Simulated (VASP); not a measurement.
# Ag (P6_3/mmc) in VASP: further runs, part 2 of 3

VASP 6.6.1.

### 3 Vibrations by perturbation theory, LDA

This run uses another cell than the first one, of 15.01 Å³/atom.

The input, INCAR:

```
ALGO     = Normal         # electronic algorithm
EDIFF    = 1E-8           # SCF threshold, eV
ENCUT    = 520            # plane-wave cutoff, eV
GGA      = CA             # functional
IBRION   = 8              # ionic algorithm
ISIF     = 2              # what is computed and relaxed
ISMEAR   = -1             # smearing method
LASPH    = True           # aspherical terms in the spheres
LCHARG   = True           # write CHGCAR
LREAL    = False          # projectors in reciprocal space
LWAVE    = False          # write WAVECAR
NELM     = 60             # most SCF steps
NSW      = 1              # ionic steps
PREC     = Accurate       # precision mode
SIGMA    = 0.15           # smearing width, eV
```

The input, KPOINTS:

```
k-points
0
Gamma
  18 18 10
```

The input, POSCAR:

```
Ag
1.0
    2.7647321664      0.0000000000      0.0000000000
   -1.3823660832      2.3943282908      0.0000000000
    0.0000000000      0.0000000000      4.5361955434
Ag
2
Direct
    0.3333333333      0.6666666667      0.2500000000
    0.6666666667      0.3333333333      0.7500000000
```

Potentials or basis: VASP PAW LDA potentials, release 64 (Ag).

Started as:

```sh
$ cat potpaw_LDA.64/Ag/POTCAR > POTCAR
$ mpirun -np 1 vasp_std > vasp.out
```

OUTCAR:

```text
EDIFF = 1E-8
   ENCUT = 520
   GGA = CA
   IBRION = 8
   ISIF = 2
   ISMEAR = -1
   LASPH = True
   LREAL = False
   NELM = 60
   NSW = 1
   PREC = Accurate

 ion  position               nearest neighbor table
   1  0.333  0.667  0.250-   2 2.77   2 2.77   2 2.77   2 2.77   2 2.77   2 2.77
   2  0.667  0.333  0.750-   1 2.77   1 2.77   1 2.77   1 2.77   1 2.77   1 2.77

  LATTYP: Found a hexagonal cell.
 ALAT       =     2.7647321664
 C/A-ratio  =     1.6407359811

  Lattice vectors:

 A1 = (   2.7647321664,   0.0000000000,   0.0000000000)
 A2 = (  -1.3823660832,   2.3943282908,   0.0000000000)
 A3 = (   0.0000000000,   0.0000000000,   4.5361955434)

Analysis of symmetry for initial positions (statically):
=====================================================================
 Subroutine PRICEL returns:
 Original cell was already a primitive cell.

 Routine SETGRP: Setting up the symmetry group for a
 hexagonal supercell.

 Subroutine GETGRP returns: Found 24 space group operations
 (whereof 12 operations were pure point group operations)
 out of a pool of 24 trial point group operations.

The static configuration has the point symmetry D_3d.
 The point group associated with its full space group is D_6h.

Analysis of symmetry for dynamics (positions and initial velocities):
=====================================================================
 Subroutine PRICEL returns:
 Original cell was already a primitive cell.

 Routine SETGRP: Setting up the symmetry group for a
 hexagonal supercell.

 Subroutine GETGRP returns: Found 24 space group operations
 (whereof 12 operations were pure point group operations)
 out of a pool of 24 trial point group operations.

The dynamic configuration has the point symmetry D_3d.
 The point group associated with its full space group is D_6h.

 Subroutine INISYM returns: Found 24 space group operations
 (whereof 12 operations are pure point group operations),
 and found     1 'primitive' translations

----------------------------------------------------------------------------------------

                                     Primitive cell

  volume of cell :      30.0281

  direct lattice vectors                    reciprocal lattice vectors
     2.764732166  0.000000000  0.000000000     0.361698689  0.208826835  0.000000000
    -1.382366083  2.394328291  0.000000000     0.000000000  0.417653671  0.000000000
     0.000000000  0.000000000  4.536195543     0.000000000  0.000000000  0.220449050

  length of vectors
     2.764732166  2.764732166  4.536195543     0.417653671  0.417653671  0.220449050

  position of ions in fractional coordinates (direct lattice)
     0.333333333  0.666666667  0.250000000
     0.666666667  0.333333333  0.750000000

[... 562 lines left out ...]
     14      17.6692      0.00000
     15      19.7576      0.00000

 [... further k-points ...]

------------------------ aborting loop because EDIFF is reached ----------------------------------------

  FORCE on cell =-STRESS in cart. coord.  units (eV):
  Direction    XX          YY          ZZ          XY          YZ          ZX
  --------------------------------------------------------------------------------------
  -------------------------------------------------------------------------------------
  Total        2.0925356      2.0925356      2.0884022      0.0000000     -0.0000000      0.0000000
  in kB      111.6490162    111.6490162    111.4284764      0.0000000     -0.0000000      0.0000000
  external PRESSURE =     111.5755029 kB  Pullay stress =       0.0000000 kB

 VOLUME and BASIS-vectors are now :
 -----------------------------------------------------------------------------
  energy-cutoff  :      520.00
  volume of cell :       30.03
      direct lattice vectors                 reciprocal lattice vectors
     2.764732166  0.000000000  0.000000000     0.361698689  0.208826835  0.000000000
    -1.382366083  2.394328291  0.000000000     0.000000000  0.417653671  0.000000000
     0.000000000  0.000000000  4.536195543     0.000000000  0.000000000  0.220449050

 POSITION                                       TOTAL-FORCE (eV/Angst)
 -----------------------------------------------------------------------------------
     -0.00000      1.59622      1.13405        -0.000000      0.000000      0.000000
      1.38237      0.79811      3.40215         0.000000     -0.000000      0.000000
 -----------------------------------------------------------------------------------
    total drift:                               -0.000000      0.000000     -0.000000

  FREE ENERGIE OF THE ION-ELECTRON SYSTEM (eV)
  ---------------------------------------------------
  free  energy   TOTEN  =        -7.5018040575 eV

  energy  without entropy=       -7.4601361040  energy(sigma->0) =       -7.48097008

[... ionic steps 2 to 3 ...]

--------------------------------------- Ionic step        4  -------------------------------------------

------------------------ aborting loop because EDIFF is reached ----------------------------------------

[... ionic steps 5 to 5 ...]

--------------------------------------- Ionic step        6  -------------------------------------------

 Free energy of the ion-electron system (eV)
  ---------------------------------------------------
  ---------------------------------------------------
  free energy    TOTEN  =        -0.31626759 eV

  energy without entropy =       -0.31626759

------------------------ aborting loop because EDIFF is reached ----------------------------------------

 INTERNAL STRAIN TENSOR  FOR ION    1  DIRECTION 3   (eV/Angst):
 -----------------------------------------------------------------------------
     0.00573 -0.00000  0.00000
     0.00000  0.00573  0.00000
    -0.00000  0.00000 -0.00391

 INTERNAL STRAIN TENSOR FOR ION    2 for displacements in x,y,z  (eV/Angst):
          X           Y           Z          XY          YZ          ZX
  --------------------------------------------------------------------------------
  x     0.00000     0.00000     0.00000     1.87415     0.00000     0.00000
  y     1.87415    -1.87415     0.00000     0.00000     0.00000     0.00000
  z     0.00000     0.00000     0.00000     0.00000    -0.00000     0.00000

 SECOND DERIVATIVES (NOT SYMMETRIZED)
 ------------------------------------
               1X          1Y          1Z          2X          2Y          2Z
  1X    -1.423786    0.000000    0.000000    1.423786    0.000000    0.000000
  1Y     0.000000   -1.423786    0.000000    0.000000    1.423786    0.000000
  1Z     0.000000    0.000000   -9.759353    0.000000   -0.000000    9.759353
  2X     1.423786    0.000000    0.000000   -1.423786    0.000000    0.000000
  2Y     0.000000    1.423786    0.000000    0.000000   -1.423786    0.000000
  2Z     0.000000   -0.000000    9.759353    0.000000    0.000000   -9.759353

 Eigenvectors and eigenvalues of the dynamical matrix
 ----------------------------------------------------

   1 f  =    6.650127 THz    41.783979 2PiTHz  221.824355 cm-1    27.502702 meV
             X         Y         Z           dx          dy          dz
     -0.000000  1.596219  1.134049     0.000000   -0.000000    0.707107
      1.382366  0.798109  3.402147     0.000000    0.000000   -0.707107
[... 11 lines left out ...]
   4 f  =    0.000000 THz     0.000000 2PiTHz    0.000001 cm-1     0.000000 meV
             X         Y         Z           dx          dy          dz
     -0.000000  1.596219  1.134049    -0.000000    0.654697    0.267155
      1.382366  0.798109  3.402147    -0.000000    0.654697    0.267155

   5 f/i=    0.000000 THz     0.000000 2PiTHz    0.000000 cm-1     0.000000 meV
             X         Y         Z           dx          dy          dz
     -0.000000  1.596219  1.134049     0.707107   -0.000000    0.000000
      1.382366  0.798109  3.402147     0.707107   -0.000000    0.000000

   6 f/i=    0.000000 THz     0.000000 2PiTHz    0.000001 cm-1     0.000000 meV
             X         Y         Z           dx          dy          dz
     -0.000000  1.596219  1.134049     0.000000    0.267155   -0.654697
      1.382366  0.798109  3.402147     0.000000    0.267155   -0.654697

--------------------------------------------------------------------------------------------------------

 ELASTIC MODULI CONTR FROM IONIC RELAXATION (kBar)
 Direction    XX          YY          ZZ          XY          YZ          ZX
 --------------------------------------------------------------------------------
 XX        -131.6271    131.6271      0.0000      0.0000      0.0000      0.0000
 YY         131.6271   -131.6271      0.0000     -0.0000     -0.0000      0.0000
 ZZ           0.0000      0.0000      0.0000      0.0000      0.0000      0.0000
 XY           0.0000     -0.0000      0.0000   -131.6271     -0.0000      0.0000
 YZ           0.0000     -0.0000      0.0000     -0.0000     -0.0000      0.0000
 ZX           0.0000      0.0000      0.0000      0.0000      0.0000      0.0000
 --------------------------------------------------------------------------------
```

Wall time 7.2 min (1 thread of AMD EPYC 9R45 (Zen 5), shared host); peak memory 0.84 GiB.

Results:

```
Highest phonon frequency at Γ : 222 cm⁻¹
```

Phonon frequencies in cm⁻¹ (negative: imaginary):
```
              q point      frequencies
(0.000, 0.000, 0.000)  0 0 0 85 85 222
```

Caveat: the cell stands under pressure or tension, which shifts response properties.

### 4 Vibrations by perturbation theory, LDA

This run uses another cell than the first one, of 15.52 Å³/atom.

The input, INCAR:

```
SYSTEM = Ag
  PREC = Accurate
  ENCUT = 520
  EDIFF = 1E-8
  ISMEAR = -1
  SIGMA = 0.15
  LREAL = .FALSE.
  LASPH = .TRUE.
  NELM = 80
  ALGO = Fast
  ISIF = 2
  LWAVE = .FALSE.
  LCHARG = .FALSE.
  NBANDS = 18
  IBRION = 8
  NSW = 1
```

The input, KPOINTS:

```
regular mesh
0
G
  18 18 10
  0 0 0
```

The input, POSCAR:

```
Ag
1.0
    2.7953814038      0.0000000000      0.0000000000
   -1.3976907019      2.4208713089      0.0000000000
    0.0000000000      0.0000000000      4.5875874633
Ag
2
Direct
    0.3333333333      0.6666666667      0.2500000000
    0.6666666667      0.3333333333      0.7500000000
```

Potentials or basis: VASP PAW LDA potentials, release 64 (Ag).

Started as:

```sh
$ cat potpaw_LDA.64/Ag/POTCAR > POTCAR
$ mpirun -np 1 vasp_std > vasp.out
```

OUTCAR:

```text
SYSTEM = Ag
   PREC = Accurate
   ENCUT = 520
   EDIFF = 1E-8
   ISMEAR = -1
   LREAL = .FALSE.
   LASPH = .TRUE.
   NELM = 80
   ISIF = 2
   IBRION = 8
   NSW = 1

 ion  position               nearest neighbor table
   1  0.333  0.667  0.250-   2 2.80   2 2.80   2 2.80   2 2.80   2 2.80   2 2.80
   2  0.667  0.333  0.750-   1 2.80   1 2.80   1 2.80   1 2.80   1 2.80   1 2.80

  LATTYP: Found a hexagonal cell.
 ALAT       =     2.7953814038
 C/A-ratio  =     1.6411311376

  Lattice vectors:

 A1 = (   2.7953814038,   0.0000000000,   0.0000000000)
 A2 = (  -1.3976907019,   2.4208713089,   0.0000000000)
 A3 = (   0.0000000000,   0.0000000000,   4.5875874633)

Analysis of symmetry for initial positions (statically):
=====================================================================
 Subroutine PRICEL returns:
 Original cell was already a primitive cell.

[... 747 lines left out ...]
  x     0.00000    -0.00000     0.00000     1.57829     0.00000     0.00000
  y     1.57829    -1.57829     0.00000     0.00000     0.00000     0.00000
  z    -0.00000    -0.00000     0.00000    -0.00000     0.00000     0.00000

 SECOND DERIVATIVES (NOT SYMMETRIZED)
 ------------------------------------
               1X          1Y          1Z          2X          2Y          2Z
  1X    -1.250129    0.000000    0.000000    1.250129    0.000000    0.000000
  1Y     0.000000   -1.250129    0.000000    0.000000    1.250129    0.000000
  1Z     0.000000   -0.000000   -8.254240   -0.000000    0.000000    8.254240
  2X     1.250129    0.000000    0.000000   -1.250129    0.000000    0.000000
  2Y     0.000000    1.250129    0.000000    0.000000   -1.250129    0.000000
  2Z    -0.000000    0.000000    8.254240    0.000000   -0.000000   -8.254240

 Eigenvectors and eigenvalues of the dynamical matrix
 ----------------------------------------------------

   1 f  =    6.115866 THz    38.427119 2PiTHz  204.003327 cm-1    25.293178 meV
             X         Y         Z           dx          dy          dz
     -0.000000  1.613914  1.146897    -0.000000    0.000000    0.707107
      1.397691  0.806957  3.440691     0.000000    0.000000   -0.707107
[... 11 lines left out ...]
   4 f  =    0.000000 THz     0.000000 2PiTHz    0.000002 cm-1     0.000000 meV
             X         Y         Z           dx          dy          dz
     -0.000000  1.613914  1.146897    -0.046421    0.666925    0.230341
      1.397691  0.806957  3.440691    -0.046421    0.666925    0.230341

   5 f/i=    0.000000 THz     0.000000 2PiTHz    0.000001 cm-1     0.000000 meV
             X         Y         Z           dx          dy          dz
     -0.000000  1.613914  1.146897    -0.705504   -0.040453   -0.025055
      1.397691  0.806957  3.440691    -0.705504   -0.040453   -0.025055

   6 f/i=    0.000000 THz     0.000001 2PiTHz    0.000003 cm-1     0.000000 meV
             X         Y         Z           dx          dy          dz
     -0.000000  1.613914  1.146897     0.010454    0.231463   -0.668068
      1.397691  0.806957  3.440691     0.010454    0.231463   -0.668068

--------------------------------------------------------------------------------------------------------

 ELASTIC MODULI CONTR FROM IONIC RELAXATION (kBar)
 Direction    XX          YY          ZZ          XY          YZ          ZX
 --------------------------------------------------------------------------------
 XX        -102.8326    102.8326      0.0000      0.0000      0.0000      0.0000
 YY         102.8326   -102.8326     -0.0000     -0.0000      0.0000      0.0000
 ZZ           0.0000     -0.0000     -0.0000      0.0000      0.0000      0.0000
 XY           0.0000     -0.0000      0.0000   -102.8326      0.0000      0.0000
 YZ           0.0000      0.0000      0.0000      0.0000      0.0000      0.0000
 ZX           0.0000      0.0000      0.0000      0.0000      0.0000      0.0000
 --------------------------------------------------------------------------------
```

stdout:

```text
POSCAR found type information on POSCAR Ag
 POSCAR found :  1 types and       2 ions
 scaLAPACK will be used
 LDA part: xc-table for (Slater(with rela. corr.)+CA(PZ))
 , standard interpolation
 POSCAR, INCAR and KPOINTS ok, starting setup
 FFT: planning ... GRIDC
 FFT: planning ... GRID_SOFT
 FFT: planning ... GRID
 WAVECAR not read
 entering main loop
 Linear response reoptimize wavefunctions to high precision
 Linear response DOF=           2
 Linear response progress:
 first order change of Fermi-energy  -0.50978E-05
 force on displaced ion       1 direction 1 :  -1.250   0.000   0.000
 Linear response progress:
 first order change of Fermi-energy   0.90339E-04
 force on displaced ion       1 direction 3 :   0.000  -0.000  -8.254
 Linear response finished
```

It took 9.3 min on 1 thread of AMD EPYC 9R45 (Zen 5), shared host; peak memory 0.98 GiB.

What came out:

- Highest phonon frequency at Γ: 204 cm⁻¹

Phonon frequencies in cm⁻¹ (negative: imaginary):
```csv
q point,frequencies
"(0.000, 0.000, 0.000)",0 0 0 79 79 204
```

Caveat: the cell stands under pressure or tension, which shifts response properties.

(Continued in part 3 of 3.)
